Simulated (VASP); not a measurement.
# CaSe (I-4m2) in VASP: notebook, part 2 of 2

VASP 6.6.1. Earlier steps stand in the parts before.

## (3) Single point, r2SCAN (biaxial xy strain +4.6%)

Contents of POSCAR:

```
CaSe
1.0
    0.0000000000      3.4310771062      3.2795613709
    3.4310771062      0.0000000000      3.2795613709
    3.4310771062      3.4310771062      0.0000000000
Ca Se
1 1
Direct
    0.0000000000      0.0000000000      0.0000000000
    0.2500000000      0.2500000000      0.2500000000
```

Contents of INCAR.step1:

```
SYSTEM = CaSe
PREC = Accurate ; ENCUT = 520
ISMEAR = 0 ; SIGMA = 0.01
LREAL = .False. ; LASPH = .True.
NELM = 80 ; NBANDS = 15
GGA = PE ; ALGO = Normal
EDIFF = 1E-4 ; LWAVE = .True.
LCHARG = .False.
```

Contents of INCAR.step2:

```
SYSTEM = CaSe
PREC = Accurate ; ENCUT = 520
EDIFF = 1E-6 ; ISMEAR = 0
SIGMA = 0.01 ; LREAL = .False.
LASPH = .True. ; NELM = 80
ALGO = Normal ; ISIF = 2
LWAVE = .False. ; LCHARG = .False.
METAGGA = R2SCAN ; LMIXTAU = .True.
NBANDS = 15 ; ISTART = 1
```

Contents of KPOINTS:

```
regular mesh
0
Gamma
  6 6 6
  0 0 0
```

Potentials or basis: VASP PAW PBE potentials, release 64 (Ca_sv, Se).

The run is started by

```console
> cat potpaw_PBE.64/Ca_sv/POTCAR potpaw_PBE.64/Se/POTCAR > POTCAR
> cp INCAR.step1 INCAR
> mpirun -np 1 vasp_std > vasp.out
> cp INCAR.step2 INCAR
> mpirun -np 1 vasp_std > vasp.out
```

OUTCAR:

```text
SYSTEM = CaSe
   PREC = Accurate
   ENCUT = 520
   EDIFF = 1E-6
   ISMEAR = 0
   LREAL = .False.
   LASPH = .True.
   NELM = 80
   ISIF = 2
   METAGGA = R2SCAN
   ISTART = 1

 ion  position               nearest neighbor table
   1  0.000  0.000  0.000-   2 2.93   2 2.93   2 2.93   2 2.93
   2  0.250  0.250  0.250-   1 2.93   1 2.93   1 2.93   1 2.93

  LATTYP: Found a body centered tetragonal cell.
 ALAT       =     4.8522757771
 C/A-ratio  =     1.3517621510

  Lattice vectors:

 A1 = (   0.0000000000,  -3.4310771062,  -3.2795613709)
 A2 = (   0.0000000000,   3.4310771062,  -3.2795613709)
 A3 = (   3.4310771062,   0.0000000000,   3.2795613709)

Analysis of symmetry for initial positions (statically):
=====================================================================
 Subroutine PRICEL returns:
 Original cell was already a primitive cell.

 Routine SETGRP: Setting up the symmetry group for a
 body centered tetragonal supercell.

 Subroutine GETGRP returns: Found  8 space group operations
 (whereof  8 operations were pure point group operations)
 out of a pool of 16 trial point group operations.

The static configuration has the point symmetry D_2d.

Analysis of symmetry for dynamics (positions and initial velocities):
=====================================================================
 Subroutine PRICEL returns:
 Original cell was already a primitive cell.

 Routine SETGRP: Setting up the symmetry group for a
 body centered tetragonal supercell.

 Subroutine GETGRP returns: Found  8 space group operations
 (whereof  8 operations were pure point group operations)
 out of a pool of 16 trial point group operations.

The dynamic configuration has the point symmetry D_2d.

 Subroutine INISYM returns: Found  8 space group operations
 (whereof  8 operations are pure point group operations),
 and found     1 'primitive' translations

----------------------------------------------------------------------------------------

                                     Primitive cell

  volume of cell :      77.2159

[... 120 lines left out ...]
 Gauss-broadening in eV      SIGMA  =   0.01
  energy-cutoff  :      520.00
  volume of cell :       77.22
 maximum number of plane-waves:      2104
   NGX = 17   NGY = 17   NGZ = 17

 number of electron      16.0000001 magnetization

 Free energy of the ion-electron system (eV)
  ---------------------------------------------------
  ext. energy  EPLUGINS =         0.00000000
  ---------------------------------------------------
  free energy    TOTEN  =       -25.30522374 eV

  energy without entropy =      -25.30522374  energy(sigma->0) =      -25.30522374

 E-fermi :  -0.7769     XC(G=0):  -7.6679

 val. band max:       -0.8605415344   @ k =   0.5000   0.0000   0.0000
 cond. band min:       2.4821692766   @ k =   0.0000   0.0000   0.0000
 fundamental gap:      3.3427108109
 Fermi energy:        -0.7768993944

 k-point     1 :       0.0000    0.0000    0.0000
  band No.  band energies     occupation
      1     -41.9160      2.00000
      2     -22.0340      2.00000
      3     -22.0197      2.00000
      4     -22.0197      2.00000
      5     -11.5288      2.00000
      6      -0.9859      2.00000
      7      -0.9859      2.00000
      8      -0.9316      2.00000
      9       2.4822      0.00000
     10       4.7014      0.00000
     11       4.9016      0.00000
     12       6.5167      0.00000
     13       6.5167      0.00000
     14       6.6779      0.00000
[... 401 lines left out ...]
      2     -22.0502      2.00000
      3     -22.0414      2.00000
      4     -22.0273      2.00000
      5     -11.2725      2.00000
      6      -1.9286      2.00000
      7      -1.1319      2.00000
      8      -0.9277      2.00000
      9       3.1955      0.00000
     10       4.4926      0.00000
     11       5.2109      0.00000
     12       5.6764      0.00000
     13       5.7962      0.00000
     14       6.7823      0.00000
     15       8.2466      0.00000

 [... further k-points ...]

------------------------ aborting loop because EDIFF is reached ----------------------------------------

  FORCE on cell =-STRESS in cart. coord.  units (eV):
  Direction    XX          YY          ZZ          XY          YZ          ZX
  --------------------------------------------------------------------------------------
  -------------------------------------------------------------------------------------
  Total       -1.2925181     -1.2925181     -1.1204639      0.0000000      0.0000000      0.0000000
  in kB      -26.8188721    -26.8188721    -23.2488646      0.0000000      0.0000000      0.0000000
  external PRESSURE =     -25.6288696 kB  Pullay stress =       0.0000000 kB

 VOLUME and BASIS-vectors are now :
 -----------------------------------------------------------------------------
  energy-cutoff  :      520.00
  volume of cell :       77.22
      direct lattice vectors                 reciprocal lattice vectors
     0.000000000  3.431077106  3.279561371    -0.145726833  0.145726833  0.152459413
     3.431077106  0.000000000  3.279561371     0.145726833 -0.145726833  0.152459413
     3.431077106  3.431077106  0.000000000     0.145726833  0.145726833 -0.152459413

 POSITION                                       TOTAL-FORCE (eV/Angst)
 -----------------------------------------------------------------------------------
      0.00000      0.00000      0.00000        -0.000000     -0.000000     -0.000000
      1.71554      1.71554      1.63978         0.000000      0.000000      0.000000
 -----------------------------------------------------------------------------------
    total drift:                                0.000000      0.000000      0.000000

  FREE ENERGIE OF THE ION-ELECTRON SYSTEM (eV)
  ---------------------------------------------------
  free  energy   TOTEN  =       -25.3052237354 eV

  energy  without entropy=      -25.3052237354  energy(sigma->0) =      -25.30522374
```

OUTCAR.step1:

```text
SYSTEM = CaSe
   PREC = Accurate
   ENCUT = 520
   ISMEAR = 0
   LREAL = .False.
   LASPH = .True.
[... 654 lines left out ...]
      0.00000      0.00000      0.00000         0.000000      0.000000      0.000000
      1.71554      1.71554      1.63978        -0.000000     -0.000000      0.000000
 -----------------------------------------------------------------------------------
    total drift:                               -0.000000     -0.000000      0.000000

  FREE ENERGIE OF THE ION-ELECTRON SYSTEM (eV)
  ---------------------------------------------------
  free  energy   TOTEN  =        -8.9302235014 eV

  energy  without entropy=       -8.9302235014  energy(sigma->0) =       -8.93022350
```

OSZICAR.step1:

```text
N       E                     dE             d eps       ncg     rms          rms(c)
DAV:   1     0.109351948485E+03    0.10935E+03   -0.69707E+03   900   0.921E+02
DAV:   2    -0.356359172555E+01   -0.11292E+03   -0.10690E+03  1124   0.229E+02
DAV:   3    -0.896293177926E+01   -0.53993E+01   -0.53487E+01  1295   0.472E+01
DAV:   4    -0.936737617932E+01   -0.40444E+00   -0.40424E+00  1304   0.103E+01
DAV:   5    -0.937036815991E+01   -0.29920E-02   -0.29919E-02  1273   0.110E+00    0.445E+00
DAV:   6    -0.894903610936E+01    0.42133E+00   -0.59194E-01  1082   0.324E+00    0.251E+00
DAV:   7    -0.891420682376E+01    0.34829E-01   -0.22682E-01  1229   0.236E+00    0.105E+00
DAV:   8    -0.892889310447E+01   -0.14686E-01   -0.33782E-02  1028   0.133E+00    0.235E-01
DAV:   9    -0.892880136078E+01    0.91744E-04   -0.28412E-03  1208   0.400E-01    0.126E-01
DAV:  10    -0.893004148715E+01   -0.12401E-02   -0.11227E-03   970   0.181E-01    0.229E-02
DAV:  11    -0.893021547760E+01   -0.17399E-03   -0.28217E-04  1145   0.918E-02    0.109E-02
DAV:  12    -0.893022350138E+01   -0.80238E-05   -0.13273E-05   786   0.206E-02
   1 F= -.89302235E+01 E0= -.89302235E+01  d E =-.153228E-47
```

Run time: 72 s. Hardware: 1 thread of Intel Xeon Platinum 8488C (Sapphire Rapids), shared host; peak memory 0.23 GiB.

What came out:

- Free energy: -25.3052 eV
- Pressure: -2.6 GPa
- Band gap on the k mesh: 3.34 eV (least direct gap 3.41 eV)

Caveat: the cell differs from its parent crystal (biaxial xy strain +4.6%); the structure was generated, so it needn't be the stable form of CaSe; the PAW data sets were made with another functional, which shifts forces and pressure a little.

## (4) Single point, HSE06 (epitaxial xy strain +4.0%)

Contents of POSCAR:

```
CaSe
1.0
    0.0000000000      3.4113997380      3.0131021952
    3.4113997380      0.0000000000      3.0131021952
    3.4113997380      3.4113997380      0.0000000000
Ca Se
1 1
Direct
    0.0000000000      0.0000000000      0.0000000000
    0.2500000000      0.2500000000      0.2500000000
```

Contents of INCAR.step1:

```
SYSTEM = CaSe
PREC = Accurate ; ENCUT = 520
EDIFF = 1E-5 ; ISMEAR = 0
SIGMA = 0.01 ; LREAL = .FALSE.
LASPH = .TRUE. ; NELM = 80
ALGO = Normal ; ISIF = 2
LWAVE = .TRUE. ; NBANDS = 15
GGA = PE
```

Contents of INCAR.step2:

```
SYSTEM = CaSe
PREC = Accurate ; ENCUT = 520
EDIFF = 1E-6 ; ISMEAR = 0
SIGMA = 0.01 ; LREAL = .FALSE.
LASPH = .TRUE. ; NELM = 80
ALGO = Normal ; ISIF = 2
LWAVE = .FALSE. ; LCHARG = .TRUE.
GGA = PE ; LHFCALC = .TRUE.
HFSCREEN = 0.2079 ; PRECFOCK = Normal
LELF = .TRUE. ; LVHAR = .TRUE.
NBANDS = 15 ; ISTART = 1
```

Contents of KPOINTS:

```
regular mesh
0
G
  4 4 4
  0 0 0
```

Potentials or basis: VASP PAW PBE potentials, release 64 (Ca_sv, Se).

The run is started by

```console
> cat potpaw_PBE.64/Ca_sv/POTCAR potpaw_PBE.64/Se/POTCAR > POTCAR
> cp INCAR.step1 INCAR
> mpirun -np 1 vasp_std > vasp.out
> cp INCAR.step2 INCAR
> mpirun -np 1 vasp_std > vasp.out
```

OUTCAR:

```text
SYSTEM = CaSe
   PREC = Accurate
   ENCUT = 520
   EDIFF = 1E-6
   ISMEAR = 0
   LREAL = .FALSE.
   LASPH = .TRUE.
   NELM = 80
   ISIF = 2
   GGA = PE
   LHFCALC = .TRUE.
   HFSCREEN = 0.2079
   PRECFOCK = Normal
   ISTART = 1

 ion  position               nearest neighbor table
   1  0.000  0.000  0.000-   2 2.84   2 2.84   2 2.84   2 2.84
   2  0.250  0.250  0.250-   1 2.84   1 2.84   1 2.84   1 2.84

  LATTYP: Found a body centered tetragonal cell.
 ALAT       =     4.8244477762
 C/A-ratio  =     1.2490972377

  Lattice vectors:

 A1 = (   0.0000000000,  -3.4113997380,  -3.0131021952)
 A2 = (   0.0000000000,   3.4113997380,  -3.0131021952)
 A3 = (   3.4113997380,   0.0000000000,   3.0131021952)

Analysis of symmetry for initial positions (statically):
=====================================================================
 Subroutine PRICEL returns:
 Original cell was already a primitive cell.

 Routine SETGRP: Setting up the symmetry group for a
 body centered tetragonal supercell.

 Subroutine GETGRP returns: Found  8 space group operations
 (whereof  8 operations were pure point group operations)
 out of a pool of 16 trial point group operations.

The static configuration has the point symmetry D_2d.

Analysis of symmetry for dynamics (positions and initial velocities):
=====================================================================
 Subroutine PRICEL returns:
 Original cell was already a primitive cell.

 Routine SETGRP: Setting up the symmetry group for a
 body centered tetragonal supercell.

 Subroutine GETGRP returns: Found  8 space group operations
 (whereof  8 operations were pure point group operations)
 out of a pool of 16 trial point group operations.

The dynamic configuration has the point symmetry D_2d.

 Subroutine INISYM returns: Found  8 space group operations
 (whereof  8 operations are pure point group operations),
 and found     1 'primitive' translations

----------------------------------------------------------------------------------------

                                     Primitive cell

  volume of cell :      70.1308

  direct lattice vectors                    reciprocal lattice vectors
     0.000000000  3.411399738  3.013102195    -0.146567403  0.146567403  0.165941932
     3.411399738  0.000000000  3.013102195     0.146567403 -0.146567403  0.165941932
     3.411399738  3.411399738  0.000000000     0.146567403  0.146567403 -0.165941932

  length of vectors
     4.551530843  4.551530843  4.824447776     0.265519739  0.265519739  0.265519739

  position of ions in fractional coordinates (direct lattice)
     0.000000000  0.000000000  0.000000000
     0.250000000  0.250000000  0.250000000

  ion indices of the primitive-cell ions
   primitive index   ion index
                 1           1
                 2           2

----------------------------------------------------------------------------------------

 KPOINTS: regular mesh

Automatic generation of k-mesh.
 Grid dimensions read from file:
 generate k-points for:    4    4    4

 Generating k-lattice:

[... 38 lines left out ...]
   NGXF,Y,Z  is equivalent  to a cutoff of  26.30, 26.30, 24.81 a.u.
 SYSTEM =  CaSe
   PREC   = accura    normal or accurate (medium, high low for compatibility)
   ISTART =      1    job   : 0-new  1-cont  2-samecut
   ICHARG =      0    charge: 1-file 2-atom 10-const
   ISPIN  =      1    spin polarized calculation?
   LNONCOLLINEAR =      F non collinear calculations
   LSORBIT =      F    spin-orbit coupling
   LASPH  =      T    aspherical Exc in radial PAW
   ENCUT  =  520.0 eV  38.22 Ry    6.18 a.u.   8.46  8.46  8.97*2*pi/ulx,y,z
   NELM   =     80;   NELMIN=  2; NELMDL=  0     # of ELM steps
   EDIFF  = 0.1E-05   stopping-criterion for ELM
   LREAL  =      F    real-space projection
   EDIFFG = 0.1E-04   stopping-criterion for IOM
   NSW    =      0    number of steps for IOM
   IBRION =     -1    ionic relax: 0-MD 1-quasi-New 2-CG
   NFREE  =      0    steps in history (QN), initial steepest desc. (CG)
   ISIF   =      2    stress and relaxation
   ISYM   =      3    0-nonsym 1-usesym 2-fastsym
   POTIM  = 0.5000    time-step for ionic-motion
   TEBEG  =    0.0;   TEEND  =   0.0 temperature during run
   PSTRESS=    0.0 pullay stress
   NELECT =      16.0000    total number of electrons
   NUPDOWN=      -1.0000    fix difference up-down
   EMIN   =  10.00;   EMAX   =-10.00  energy-range for DOS
   EFERMI =   0.00;   METHOD = LEGACY
   ISMEAR =     0;   SIGMA  =   0.01  broadening in eV -4-tet -1-fermi 0-gaus
   EFERMI_NEDOS =   21; number of points for ismear=-14 and -15
   IALGO  =     38    algorithm
   IMIX   =      1    mixing-type and parameters
     AMIX     =   0.40;   BMIX     =  1.00
     AMIX_MAG =   1.60;   BMIX_MAG =  1.00
  volume/ion in A,a.u.               =      35.07       236.63
  Fermi-wavevector in a.u.,A,eV,Ry     =   1.000334  1.890358 13.614923  1.000669
  Thomas-Fermi vector in A             =   2.132684
   LORBIT       =      0    0 simple, 1 ext, 2 COOP (PROOUT), +10 PAW based schemes
   GGA     = PE    functional components
   LHFCALC =     T    Hartree Fock is set to
   PRECFOCK=normal    Normal, Fast or Accurate (Low or Medium for compatibility)
   ENCUT4O =  -1.0   cutoff for four orbital integrals eV
   NKREDX  =     1    reduce k-point grid by
   NKREDY  =     1    reduce k-point grid by
   NKREDZ  =     1    reduce k-point grid by
   AEXX    =    0.2500 exact exchange contribution
   HFSCREEN=    0.2079 screening length (either q_TF or 0.3 A-1)
   HFSCREENC=   0.2079 screening length for correlation (either q_TF or 0.3 A-1)
   ENCUTFOCK=  -1.0 apply spherical cutoff to Coloumb kernel
   IVDW    =     0    specifies the selected vdW correction
   LEPSILON=     F    determine dielectric tensor
   LRPA    =     F    only Hartree local field effects (RPA)
 non-spin polarized calculation
 Gauss-broadening in eV      SIGMA  =   0.01
  energy-cutoff  :      520.00
  volume of cell :       70.13
 maximum number of plane-waves:      1908
 NGX is ok and might be reduce to    36
  NGX = 28; NGY = 28; NGZ = 28

 number of electron      16.0000003 magnetization

 Free energy of the ion-electron system (eV)
  ---------------------------------------------------
  ext. energy  EPLUGINS =         0.00000000
  ---------------------------------------------------
  free energy    TOTEN  =       -10.12560008 eV

  energy without entropy =      -10.12560008  energy(sigma->0) =      -10.12560008

 E-fermi :  -0.6760     XC(G=0):  -6.4304

 val. band max:       -0.7440487844   @ k =   0.5000  -0.0000   0.0000
 cond. band min:       3.1771460525   @ k =   0.0000   0.0000   0.0000
 fundamental gap:      3.9211948368
 Fermi energy:        -0.6759966875

 k-point     1 :       0.0000    0.0000    0.0000
  band No.  band energies     occupation
      1     -42.9830      2.00000
      2     -22.5399      2.00000
      3     -22.5112      2.00000
      4     -22.5112      2.00000
      5     -12.2112      2.00000
      6      -0.9932      2.00000
      7      -0.9932      2.00000
      8      -0.8674      2.00000
      9       3.1771      0.00000
     10       5.5584      0.00000
     11       6.2615      0.00000
     12       7.8057      0.00000
     13       7.8057      0.00000
     14       8.2721      0.00000
[... 203 lines left out ...]
      2     -22.5613      2.00000
      3     -22.5597      2.00000
      4     -22.5304      2.00000
      5     -11.8124      2.00000
      6      -1.7306      2.00000
      7      -1.6390      2.00000
      8      -1.0147      2.00000
      9       4.1595      0.00000
     10       5.2387      0.00000
     11       6.3558      0.00000
     12       6.9069      0.00000
     13       7.7971      0.00000
     14       9.1621      0.00000
     15       9.4262      0.00000

------------------------ aborting loop because EDIFF is reached ----------------------------------------

  FORCE on cell =-STRESS in cart. coord.  units (eV):
  Direction    XX          YY          ZZ          XY          YZ          ZX
  --------------------------------------------------------------------------------------
  -------------------------------------------------------------------------------------
  Total        0.0575750      0.0575750      0.1287889      0.0000000      0.0000000      0.0000000
  in kB        1.3153329      1.3153329      2.9422532      0.0000000      0.0000000      0.0000000
  external PRESSURE =       1.8576397 kB  Pullay stress =       0.0000000 kB

 VOLUME and BASIS-vectors are now :
 -----------------------------------------------------------------------------
  energy-cutoff  :      520.00
  volume of cell :       70.13
      direct lattice vectors                 reciprocal lattice vectors
     0.000000000  3.411399738  3.013102195    -0.146567403  0.146567403  0.165941932
     3.411399738  0.000000000  3.013102195     0.146567403 -0.146567403  0.165941932
     3.411399738  3.411399738  0.000000000     0.146567403  0.146567403 -0.165941932

 POSITION                                       TOTAL-FORCE (eV/Angst)
 -----------------------------------------------------------------------------------
      0.00000      0.00000      0.00000        -0.000000     -0.000000     -0.000000
      1.70570      1.70570      1.50655         0.000000      0.000000      0.000000
 -----------------------------------------------------------------------------------
    total drift:                                0.000000      0.000000     -0.000002

  FREE ENERGIE OF THE ION-ELECTRON SYSTEM (eV)
  ---------------------------------------------------
  free  energy   TOTEN  =       -10.1256000766 eV

  energy  without entropy=      -10.1256000766  energy(sigma->0) =      -10.12560008
```

Wall time 12 min (1 thread of Intel Xeon Platinum 8488C (Sapphire Rapids), shared host); peak memory 0.32 GiB.

Results:

```
Free energy            : -10.1256 eV
Pressure               : 0.2 GPa
Band gap on the k mesh : 3.92 eV (least direct gap 4.04 eV)
```

Caveat: the cell differs from its parent crystal (epitaxial xy strain +4.0%); the structure was generated, so it needn't be the stable form of CaSe; the PAW data sets were made with another functional, which shifts forces and pressure a little. A k mesh can miss the band edges.

## (5) Summary

```tsv
level	cell	k mesh	grid for exact exchange (PRECFOCK)	share of exact exchange	screening parameter	gap on the mesh (eV)	pressure (GPa)
r2SCAN	a = 4.638, b = 4.774, c = 4.774 Å, angles 58.1, 60.9, 60.9°, 2 atoms	6 × 6 × 6	-	-	-	3.41	-1.7
r2SCAN	a = 4.746, b = 4.746, c = 4.852 Å, angles 59.3, 59.3, 61.5°, 2 atoms	6 × 6 × 6	-	-	-	3.34	-2.6
HSE06	a = 4.552, b = 4.552, c = 4.824 Å, angles 58.0, 58.0, 64.0°, 2 atoms	4 × 4 × 4	Normal	0.25	0.2079 1/Å	3.92	0.2
```

Alike in all rows: task single point; potentials or basis VASP PAW PBE potentials, release 64 (Ca_sv, Se); no spin polarisation; cutoff (eV) 520; smearing gaussian 0.01 eV.

Caveats: the structure was generated, so it needn't be the stable form of CaSe; the PAW data sets were made with another functional, which shifts forces and pressure a little.

Total energies depend on the potentials used, so only differences within one code and one set of settings carry meaning.
